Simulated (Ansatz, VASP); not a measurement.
## SnSe in VASP and in Ansatz

File INCAR:

```
SYSTEM = SnSe
PREC     = Accurate       ! precision mode
ENCUT    = 520            ! plane-wave cutoff, eV
EDIFF    = 1E-6           ! SCF threshold, eV
ISMEAR   = -1             ! smearing method
SIGMA    = 0.05           ! smearing width, eV
LREAL    = .FALSE.        ! projectors in reciprocal space
LASPH    = .TRUE.         ! aspherical terms in the spheres
NELM     = 80             ! most SCF steps
ALGO     = Normal         ! electronic algorithm
ISIF     = 2              ! what is computed and relaxed
LWAVE    = .FALSE.        ! write WAVECAR
LCHARG   = .TRUE.         ! write CHGCAR
GGA      = RP             ! functional
LELF     = .TRUE.         ! ELF
LVHAR    = .TRUE.       
NBANDS   = 50             ! bands
```

KPOINTS

```
Automatic mesh
0
G
  3 6 6
  0 0 0
```

The input POSCAR:

```
SnSe
1.0
   11.4956313432      0.0000000000      0.0000000000
    0.0000000000      4.2177491531      0.0000000000
    0.0000000000      0.0000000000      4.4895372846
Sn Se
4 4
Direct
    0.8770000000      0.7500000000      0.9090000000
    0.6230000000      0.2500000000      0.4090000000
    0.3770000000      0.7500000000      0.5910000000
    0.1230000000      0.2500000000      0.0910000000
    0.6430000000      0.7500000000      0.9840000000
    0.8570000000      0.2500000000      0.4840000000
    0.1430000000      0.7500000000      0.5160000000
    0.3570000000      0.2500000000      0.0160000000
```

The input input.yaml:

```yaml
crystal:
  lattice:
    - [11.4956313432, 0.0, 0.0]
    - [0.0, 4.2177491531, 0.0]
    - [0.0, 0.0, 4.4895372846]
  atoms:
    - { symbol: Sn, position: [0.877, 0.75, 0.909] }
    - { symbol: Sn, position: [0.623, 0.25, 0.409] }
    - { symbol: Sn, position: [0.377, 0.75, 0.591] }
    - { symbol: Sn, position: [0.123, 0.25, 0.091] }
    - { symbol: Se, position: [0.643, 0.75, 0.984] }
    - { symbol: Se, position: [0.857, 0.25, 0.484] }
    - { symbol: Se, position: [0.143, 0.75, 0.516] }
    - { symbol: Se, position: [0.357, 0.25, 0.016] }
hamiltonian:
  xc: rpbe
  pseudopotentials: { kind: paw }
kpoints:
  mp_grid: { grid: [3, 6, 6] }
scf:
  occupations: { method: fermi_dirac, width: 0.05 }
output:
  forces: true
  stress: true
  eigenvalues: true
```

Alike in both runs: task single point; functional RPBE; k mesh 3 × 6 × 6; occupations fermi-dirac, width 0.05 eV; no spin polarisation.

|  | VASP | Ansatz |
| --- | --- | --- |
| version | VASP 6.6.1 | Ansatz 0.2.0 |
| potentials or method | VASP PAW PBE potentials, release 64 (Sn_d, Se) | Ansatz PAW |
| plane-wave cutoff (eV) | 520 | 420 |
| valence electrons in the cell | 80 | 120 |

|  | VASP | Ansatz | Ansatz less VASP |
| --- | --- | --- | --- |
| gap on the k mesh at the Fermi level (eV) | 0.59 | 0.60 | +0.005 |
| least direct gap on the mesh (eV) | 0.75 | 0.76 | +0.010 |
| pressure (GPa) | 3.0 | 3.0 | -0.02 |
| traceless stress, the component that is largest in VASP (GPa) | 1.71 | 1.69 | -0.023 |
| rms of the force components (eV/Å) | 0.134 | 0.129 | -0.0058 |

VASP's potentials were made for PBE, not for RPBE. Atom by atom the forces differ by 0.009 eV/Å (rms over components). With one functional, cell and mesh, what is left measures potentials, basis and numerics. VASP's potentials hold 80 valence electrons a cell and Ansatz's 120, so a difference there can come from the potentials and not from the codes.

Noted on Ansatz's run: odd divisions of the mesh miss points on the zone boundary, where band edges often lie, so the gap on the mesh can be too wide.
